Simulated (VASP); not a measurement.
A run of VASP 6.6.1:

File INCAR:

```
SYSTEM = Cs
  PREC = Accurate
  ENCUT = 520
  EDIFF = 1E-7
  ISMEAR = 0
  SIGMA = 0.15
  LREAL = .False.
  LASPH = .True.
  NELM = 80
  ALGO = Normal
  ISIF = 2
  LWAVE = .False.
  LCHARG = .True.
  GGA = PS
  LELF = .True.
  LVHAR = .True.
  NBANDS = 10
```

File KPOINTS:

```
regular mesh
0
Gamma
  10 10 10
  0 0 0
```

POSCAR

```
Cs
1.0
    0.0000000000      3.9483357400      3.9483357400
    3.9483357400      0.0000000000      3.9483357400
    3.9483357400      3.9483357400      0.0000000000
Cs
1
Direct
    0.0000000000      0.0000000000      0.0000000000
```

Potentials or basis: VASP PAW PBE potentials, release 64 (Cs_sv).

Launch:

```sh
$ cat potpaw_PBE.64/Cs_sv/POTCAR > POTCAR
$ mpirun -np 1 vasp_std > vasp.out
```

Hardware: 1 thread of Intel Xeon 8259CL, with other jobs on the host.

Problem. Estimate the wall time of this run.

Solution. It took 59 s on 1 thread of Intel Xeon 8259CL, with other jobs on the host, peak memory 0.27 GiB. Counts: scf iterations 11, k points 47.
